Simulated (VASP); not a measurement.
# Ir (P6_3/mmc) in VASP: settings compared, part 2 of 2

VASP 6.6.1. The steps go on from the part before.

## Step 4: Single point, LDA

This run uses another cell than the first one, of 15.21 Å³/atom, 1.040 times its volume.

The input, INCAR:

```
SYSTEM = Ir
ALGO = Normal
EDIFF = 1E-6
ENCUT = 500
GGA_COMPAT = .False.
ISIF = 2
ISMEAR = -1
LASPH = .True.
LCHARG = .False.
LREAL = .False.
LWAVE = .False.
NBANDS = 24
NELM = 120
PREC = Accurate
SIGMA = 0.05
```

The input, KPOINTS:

```
k-points
0
Gamma
  11 11 6
  0 0 0
```

The input, POSCAR:

```
Ir
1.0
    2.7875843874      0.0000000000      0.0000000000
   -1.3937921937      2.4141188946      0.0000000000
    0.0000000000      0.0000000000      4.5210110761
Ir
2
Direct
    0.3333333333      0.6666666667      0.2500000000
    0.6666666667      0.3333333333      0.7500000000
```

Potentials or basis: VASP PAW LDA potentials, release 64 (Ir_sv_GW).

Command:

```
> cat potpaw_LDA.64/Ir_sv_GW/POTCAR > POTCAR
> mpirun -np 1 vasp_std > vasp.out
```

OUTCAR:

```text
SYSTEM = Ir
   EDIFF = 1E-6
   ENCUT = 500
   ISIF = 2
   ISMEAR = -1
   LASPH = .True.
   LREAL = .False.
   NELM = 120
   PREC = Accurate

 ion  position               nearest neighbor table
   1  0.333  0.667  0.250-   2 2.77   2 2.77   2 2.77   2 2.77   2 2.77   2 2.77
   2  0.667  0.333  0.750-   1 2.77   1 2.77   1 2.77   1 2.77   1 2.77   1 2.77

  LATTYP: Found a hexagonal cell.
 ALAT       =     2.7875843874
 C/A-ratio  =     1.6218382828

  Lattice vectors:

 A1 = (   2.7875843874,   0.0000000000,   0.0000000000)
 A2 = (  -1.3937921937,   2.4141188946,   0.0000000000)
 A3 = (   0.0000000000,   0.0000000000,   4.5210110761)

Analysis of symmetry for initial positions (statically):
=====================================================================
 Subroutine PRICEL returns:
 Original cell was already a primitive cell.

 Routine SETGRP: Setting up the symmetry group for a
 hexagonal supercell.

 Subroutine GETGRP returns: Found 24 space group operations
 (whereof 12 operations were pure point group operations)
 out of a pool of 24 trial point group operations.

The static configuration has the point symmetry D_3d.
 The point group associated with its full space group is D_6h.

Analysis of symmetry for dynamics (positions and initial velocities):
=====================================================================
 Subroutine PRICEL returns:
 Original cell was already a primitive cell.

 Routine SETGRP: Setting up the symmetry group for a
 hexagonal supercell.

 Subroutine GETGRP returns: Found 24 space group operations
 (whereof 12 operations were pure point group operations)
 out of a pool of 24 trial point group operations.

The dynamic configuration has the point symmetry D_3d.
 The point group associated with its full space group is D_6h.

 Subroutine INISYM returns: Found 24 space group operations
 (whereof 12 operations are pure point group operations),
 and found     1 'primitive' translations

----------------------------------------------------------------------------------------

                                     Primitive cell

  volume of cell :      30.4244

  direct lattice vectors                    reciprocal lattice vectors
     2.787584387  0.000000000  0.000000000     0.358733534  0.207114903  0.000000000
    -1.393792194  2.414118895  0.000000000     0.000000000  0.414229805  0.000000000
     0.000000000  0.000000000  4.521011076     0.000000000  0.000000000  0.221189460

  length of vectors
     2.787584387  2.787584387  4.521011076     0.414229805  0.414229805  0.221189460

  position of ions in fractional coordinates (direct lattice)
     0.333333333  0.666666667  0.250000000
     0.666666667  0.333333333  0.750000000

  ion indices of the primitive-cell ions
   primitive index   ion index
                 1           1
                 2           2

----------------------------------------------------------------------------------------

 KPOINTS: k-points

Automatic generation of k-mesh.
 Grid dimensions read from file:
 generate k-points for:   11   11    6

 Generating k-lattice:

  Cartesian coordinates                     Fractional coordinates (reciprocal lattice)
     0.032612139  0.018828628  0.000000000     0.090909091  0.000000000  0.000000000
     0.000000000  0.037657255  0.000000000     0.000000000  0.090909091  0.000000000
     0.000000000  0.000000000  0.036864910     0.000000000  0.000000000  0.166666667

  Length of vectors
     0.037657255  0.037657255  0.036864910

  Shift w.r.t. Gamma in fractional coordinates (k-lattice)
     0.000000000  0.000000000  0.000000000

 Subroutine IBZKPT returns following result:
 ===========================================

 Found     64 irreducible k-points:

 Following reciprocal coordinates:
            Coordinates               Weight
  0.000000  0.000000  0.000000      1.000000
  0.090909 -0.000000  0.000000      6.000000
  0.181818  0.000000  0.000000      6.000000
  0.272727  0.000000  0.000000      6.000000
  0.363636 -0.000000  0.000000      6.000000
  0.454545 -0.000000  0.000000      6.000000
[... 16 lines left out ...]
  0.090909  0.090909  0.166667     12.000000
  0.181818  0.090909  0.166667     24.000000
 [... further k-points ...]
   k-points           NKPTS =     64   k-points in BZ     NKDIM =     64   number of bands    NBANDS=     24
   number of dos      NEDOS =    301   number of ions     NIONS =      2
   total plane-waves  NPLWV =  14400
   dimension x,y,z NGX =    20 NGY =   20 NGZ =   36
   dimension x,y,z NGXF=    40 NGYF=   40 NGZF=   72
   ions per type =               2
   NGX,Y,Z   is equivalent  to a cutoff of  11.93, 11.93, 13.24 a.u.
   NGXF,Y,Z  is equivalent  to a cutoff of  23.86, 23.86, 26.48 a.u.
 SYSTEM =  Ir
   PREC   = accura    normal or accurate (medium, high low for compatibility)
   ISTART =      0    job   : 0-new  1-cont  2-samecut
   ICHARG =      2    charge: 1-file 2-atom 10-const
   ISPIN  =      1    spin polarized calculation?
   LNONCOLLINEAR =      F non collinear calculations
   LSORBIT =      F    spin-orbit coupling
   LASPH  =      T    aspherical Exc in radial PAW
   ENCUT  =  500.0 eV  36.75 Ry    6.06 a.u.   5.08  5.08  8.24*2*pi/ulx,y,z
   NELM   =    120;   NELMIN=  2; NELMDL= -5     # of ELM steps
   EDIFF  = 0.1E-05   stopping-criterion for ELM
   LREAL  =      F    real-space projection
   EDIFFG = 0.1E-04   stopping-criterion for IOM
   NSW    =      0    number of steps for IOM
   IBRION =     -1    ionic relax: 0-MD 1-quasi-New 2-CG
   NFREE  =      0    steps in history (QN), initial steepest desc. (CG)
   ISIF   =      2    stress and relaxation
   ISYM   =      2    0-nonsym 1-usesym 2-fastsym
   POTIM  = 0.5000    time-step for ionic-motion
   TEBEG  =    0.0;   TEEND  =   0.0 temperature during run
   PSTRESS=    0.0 pullay stress
   NELECT =      34.0000    total number of electrons
   NUPDOWN=      -1.0000    fix difference up-down
   EMIN   =  10.00;   EMAX   =-10.00  energy-range for DOS
   EFERMI =   0.00;   METHOD = LEGACY
   ISMEAR =    -1;   SIGMA  =   0.05  broadening in eV -4-tet -1-fermi 0-gaus
   EFERMI_NEDOS =   21; number of points for ismear=-14 and -15
   IALGO  =     38    algorithm
   IMIX   =      4    mixing-type and parameters
     AMIX     =   0.40;   BMIX     =  1.00
     AMIX_MAG =   1.60;   BMIX_MAG =  1.00
  volume/ion in A,a.u.               =      15.21       102.66
  Fermi-wavevector in a.u.,A,eV,Ry     =   1.698871  3.210401 39.268624  2.886162
  Thomas-Fermi vector in A             =   2.779291
   LORBIT       =      0    0 simple, 1 ext, 2 COOP (PROOUT), +10 PAW based schemes
   GGA     = CA    functional components
   LHFCALC =     F    Hartree Fock is set to
   AEXX    =    0.0000 exact exchange contribution
   IVDW    =     0    specifies the selected vdW correction
   LEPSILON=     F    determine dielectric tensor
   LRPA    =     F    only Hartree local field effects (RPA)
 non-spin polarized calculation
  energy-cutoff  :      500.00
  volume of cell :       30.42
 maximum number of plane-waves:       785
   NGX = 11   NGY = 11   NGZ = 17

 number of electron      34.0000000 magnetization

 Free energy of the ion-electron system (eV)
  ---------------------------------------------------
  ext. energy  EPLUGINS =         0.00000000
  ---------------------------------------------------
  free energy    TOTEN  =       -21.39237101 eV

  energy without entropy =      -21.36474483  energy(sigma->0) =      -21.37855792

 E-fermi :  11.3721     XC(G=0): -14.3253

 val. band max:       11.3626168974   @ k =   0.3636   0.1818   0.1667
 cond. band min:      11.3804673331   @ k =   0.2727   0.0909   0.3333
 fundamental gap:      0.0178504357
 Fermi energy:        11.3720516271

 k-point     1 :       0.0000    0.0000    0.0000
  band No.  band energies     occupation
      1     -81.0126      2.00000
      2     -80.9641      2.00000
      3     -38.4038      2.00000
      4     -37.8530      2.00000
      5     -37.8530      2.00000
      6     -37.7764      2.00000
[... 16 lines left out ...]
     23      27.1573      0.00000
     24      28.1211      0.00000
[... 598 lines left out ...]
      2     -80.9579      2.00000
      3     -38.2845      2.00000
      4     -38.0379      2.00000
      5     -38.0126      2.00000
      6     -37.9130      2.00000
[... 16 lines left out ...]
     23      26.0011      0.00000
     24      27.3967      0.00000

 [... further k-points ...]

------------------------ aborting loop because EDIFF is reached ----------------------------------------

  FORCE on cell =-STRESS in cart. coord.  units (eV):
  Direction    XX          YY          ZZ          XY          YZ          ZX
  --------------------------------------------------------------------------------------
  -------------------------------------------------------------------------------------
  Total       -5.7084842     -5.7084842     -5.8730065      0.0000000      0.0000000      0.0000000
  in kB     -300.6139557   -300.6139557   -309.2778492      0.0000000      0.0000000      0.0000000
  external PRESSURE =    -303.5019202 kB  Pullay stress =       0.0000000 kB

 VOLUME and BASIS-vectors are now :
 -----------------------------------------------------------------------------
  energy-cutoff  :      500.00
  volume of cell :       30.42
      direct lattice vectors                 reciprocal lattice vectors
     2.787584387  0.000000000  0.000000000     0.358733534  0.207114903  0.000000000
    -1.393792194  2.414118895  0.000000000     0.000000000  0.414229805  0.000000000
     0.000000000  0.000000000  4.521011076     0.000000000  0.000000000  0.221189460

 POSITION                                       TOTAL-FORCE (eV/Angst)
 -----------------------------------------------------------------------------------
     -0.00000      1.60941      1.13025        -0.000000      0.000000      0.000000
      1.39379      0.80471      3.39076         0.000000      0.000000      0.000000
 -----------------------------------------------------------------------------------
    total drift:                               -0.000000      0.000000     -0.000000

  FREE ENERGIE OF THE ION-ELECTRON SYSTEM (eV)
  ---------------------------------------------------
  free  energy   TOTEN  =       -21.3923710150 eV

  energy  without entropy=      -21.3647448317  energy(sigma->0) =      -21.37855792
```

OSZICAR:

```text
N       E                     dE             d eps       ncg     rms          rms(c)
DAV:   1     0.317653373537E+03    0.31765E+03   -0.24820E+04  3376   0.148E+03
DAV:   2    -0.155704458589E+02   -0.33322E+03   -0.32254E+03  3720   0.483E+02
DAV:   3    -0.240847223293E+02   -0.85143E+01   -0.84567E+01  3664   0.758E+01
DAV:   4    -0.241157213953E+02   -0.30999E-01   -0.30987E-01  3496   0.489E+00
DAV:   5    -0.241158610190E+02   -0.13962E-03   -0.13961E-03  3720   0.274E-01    0.948E+01
DAV:   6    -0.216026653291E+02    0.25132E+01   -0.46850E+00  3304   0.159E+01    0.491E+01
DAV:   7    -0.214373280627E+02    0.16534E+00   -0.10973E+00  3752   0.705E+00    0.107E+01
DAV:   8    -0.213933360199E+02    0.43992E-01   -0.18145E-01  3224   0.380E+00    0.101E+00
DAV:   9    -0.213927463243E+02    0.58970E-03   -0.18632E-03  3720   0.386E-01    0.809E-01
DAV:  10    -0.213923717953E+02    0.37453E-03   -0.73540E-04  3272   0.311E-01    0.478E-01
DAV:  11    -0.213923710150E+02    0.78036E-06   -0.68290E-06  3712   0.266E-02
   1 F= -.21392371E+02 E0= -.21378558E+02  d E =-.276262E-01
```

It took 26 s on 1 thread of Intel Xeon Platinum 8259CL at 2.50GHz (Skylake/Cascade Lake), shared host; peak memory 0.15 GiB.

What came out:

```
Free energy            : -21.3924 eV
Pressure               : -30.4 GPa
Band gap on the k mesh : zero (band 17 reaches 12.24 eV, above the bottom of band 18 at 9.36 eV)
```

Stress tensor (GPa, compression positive):
```
-30.06   0.00   0.00
  0.00 -30.06   0.00
  0.00   0.00 -30.93
```

Caveat: spin-orbit coupling is left out, which moves the levels of the heavy elements.

## Step 5: Single point, PBE, non-collinear spin, zero start, spin-orbit coupling

The input, INCAR:

```
SYSTEM = Ir
PREC = Accurate ; ENCUT = 500
EDIFF = 1E-6 ; ISMEAR = 0
SIGMA = 0.01 ; LREAL = .False.
LASPH = .True. ; NELM = 200
ALGO = Normal ; ISIF = 2
LWAVE = .False. ; LCHARG = .True.
MAGMOM = 0 0 0 0 0 0 ; LORBIT = 11
LSORBIT = .True. ; GGA_COMPAT = .False.
LORBMOM = .True. ; LMAXMIX = 4
GGA = PE ; LVHAR = .True.
NBANDS = 46
```

The input, KPOINTS:

```
Automatic mesh
0
Gamma
  9 9 5
  0 0 0
```

The input, POSCAR:

```
Ir
1.0
    2.7513778946      0.0000000000      0.0000000000
   -1.3756889473      2.3827631521      0.0000000000
    0.0000000000      0.0000000000      4.4622900000
Ir
2
Direct
    0.3333333333      0.6666666667      0.2500000000
    0.6666666667      0.3333333333      0.7500000000
```

Potentials or basis: VASP PAW PBE potentials, release 64 (Ir_sv_GW).

Command:

```
> cat potpaw_PBE.64/Ir_sv_GW/POTCAR > POTCAR
> mpirun -np 1 vasp_ncl > vasp.out
```

Wall time 74 s (1 thread of Intel Xeon Platinum 8375C at 2.90GHz (Ice Lake), shared host); peak memory 0.24 GiB.

The run converged. Its results:

```yaml
Free_energy: -22.7379 eV
Pressure: -2.8 GPa
Net_moment: 0.00 μB per cell
Valence_electrons_inside_the_program's_atomic_spheres: Ir 16.27
```

Moments on the atoms (μB; x, y, z):
```
Ir  0.00 0.00 0.00
Ir  0.00 0.00 0.00
```

## Step 6: Single point, PBEsol

This run uses another cell than the first one, of 14.04 Å³/atom, 0.960 times its volume.

The input, INCAR:

```
PREC = Accurate
ENCUT = 500
EDIFF = 1E-6
ISMEAR = -1
SIGMA = 0.05
LREAL = F
LASPH = T
NELM = 120
ALGO = Normal
ISIF = 2
LWAVE = F
LCHARG = T
GGA = PS
LELF = T
LVHAR = T
NBANDS = 24
GGA_COMPAT = F
```

The input, KPOINTS:

```
Automatic mesh
0
Gamma
  11 11 6
```

The input, POSCAR:

```
Ir
1.0
    2.7141925539      0.0000000000      0.0000000000
   -1.3570962769      2.3505597024      0.0000000000
    0.0000000000      0.0000000000      4.4019813909
Ir
2
Direct
    0.3333333333      0.6666666667      0.2500000000
    0.6666666667      0.3333333333      0.7500000000
```

Potentials or basis: VASP PAW PBE potentials, release 64 (Ir_sv_GW).

Command:

```
> cat potpaw_PBE.64/Ir_sv_GW/POTCAR > POTCAR
> mpirun -np 1 vasp_std > vasp.out
```

Run time: 52 s. Hardware: 1 thread of AMD EPYC 7R43 (Zen 3), shared host; peak memory 0.13 GiB.

Results (log left out):

* Free energy: -20.6165 eV
* Pressure: -1.0 GPa
* Band gap on the k mesh: zero (band 17 reaches 14.00 eV, above the bottom of band 18 at 10.69 eV)

Stress tensor (GPa, compression positive):
```
-0.98  0.00  0.00
 0.00 -0.98  0.00
 0.00  0.00 -1.18
```

Levels at points of the mesh, in eV from the Fermi level:
```
           k point  band 14  band 15  band 16  band 17  band 18  band 19  band 20  band 21
(0.00, 0.00, 0.00)    -3.22    -3.22    -2.41    -2.41    -0.88     0.29     0.29     7.14
(0.00, 0.00, 0.50)    -4.02    -4.02    -4.02    -0.46    -0.46    -0.46    -0.46    13.14
```

Caveat: the PAW data sets were made with another functional, which shifts forces and pressure a little; spin-orbit coupling is left out, which moves the levels of the heavy elements.

## Step 7: The runs side by side

| task | level | potentials or basis | spin | cell | k mesh | cutoff (eV) | smearing | second run | gap on the mesh (eV) | pressure (GPa) | moment (μB) |
| --- | --- | --- | --- | --- | --- | --- | --- | --- | --- | --- | --- |
| relaxation of cell and atoms | PBEsol | VASP PAW PBE potentials, release 64 (Ir) | off | relaxed to 30 GPa from a = 2.751, b = 2.751, c = 4.462 Å, angles 90.0, 90.0, 120.0°, 2 atoms | 11 × 11 × 6 | 600 | fermi-dirac 0.05 eV | - | none | 30.0 | - |
| single point | LDA | VASP PAW LDA potentials, release 64 (Ir) | non-collinear, zero start, SOC | a = 2.709, b = 2.709, c = 4.390 Å, angles 90.0, 90.0, 120.0°, 2 atoms | 8 × 8 × 5 | 520 | fermi-dirac 0.05 eV | - | - | 3.0 | 0.00 |
| single point | LDA | VASP PAW LDA potentials, release 64 (Ir_sv_GW) | off | a = 2.788, b = 2.788, c = 4.521 Å, angles 90.0, 90.0, 120.0°, 2 atoms | 11 × 11 × 6 | 500 | fermi-dirac 0.05 eV | valence_matched | none | -30.4 | - |
| single point | PBE | VASP PAW PBE potentials, release 64 (Ir_sv_GW) | non-collinear, zero start, SOC | a = 2.751, b = 2.751, c = 4.462 Å, angles 90.0, 90.0, 120.0°, 2 atoms | 9 × 9 × 5 | 500 | gaussian 0.01 eV | valence_matched | - | -2.8 | 0.00 |
| single point | PBEsol | VASP PAW PBE potentials, release 64 (Ir_sv_GW) | off | a = 2.714, b = 2.714, c = 4.402 Å, angles 90.0, 90.0, 120.0°, 2 atoms | 11 × 11 × 6 | 500 | fermi-dirac 0.05 eV | valence_matched | none | -1.0 | - |

Caveats: spin-orbit coupling is left out, which moves the levels of the heavy elements (some runs); the PAW data sets were made with another functional, which shifts forces and pressure a little (some runs); the cell is relaxed towards a set pressure, so the enthalpy falls and the energy may rise (some runs).

Absolute energies hang on the potentials; compare differences alone.
